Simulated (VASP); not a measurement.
ZnO:

```
Zn O
1.0
     3.27953    0.00000    0.00000
    -1.63976    2.84015    0.00000
     0.00000    0.00000    5.29316
Zn O
2 2
Direct
  0.33333 0.66667 0.49996
  0.66667 0.33333 0.99996
  0.66667 0.33333 0.37905
  0.33333 0.66667 0.87905
```

* Program: VASP 6.6.1
* Task: relaxation of cell and atoms
* Functional: r2SCAN
* Potentials or basis: VASP PAW PBE potentials, release 64 (Zn, O)
* Cutoff: 600 eV
* k mesh: 12 × 12 × 4
* Occupations: fermi-dirac, width 0.02 eV
* Spin: no spin polarisation

At the start: pressure -5.2 GPa; volume 12.33 Å³/atom.

Problem. How do energy, volume and symmetry change on relaxing?

Solution. Over 4 steps the energy falls by 8.2 meV/atom and the volume is 11.86 Å³/atom (-3.8 %); space group P6_3mc (No. 186, to 0.1 Å) before and after.

Step by step:
| step | energy change (eV) | largest force (eV/Å) | pressure (GPa) | volume (Å³) |
| --- | --- | --- | --- | --- |
| 1 | 0.0000 | 0.0141 | -5.18 | 49.30 |
| 2 | -0.0248 | 0.0119 | 3.17 | 46.51 |
| 3 | -0.0329 | 0.0016 | 0.19 | 47.39 |
| 4 | -0.0328 | 0.0009 | -0.01 | 47.45 |

Final structure:
```
Zn O
1.0
     3.23858    0.00000    0.00000
    -1.61929    2.80469    0.00000
     0.00000    0.00000    5.22426
Zn O
2 2
Direct
  0.33333 0.66667 0.50004
  0.66667 0.33333 0.00004
  0.66667 0.33333 0.37897
  0.33333 0.66667 0.87897
```

Caveat: the PAW data sets were made with another functional, which shifts forces and pressure a little.
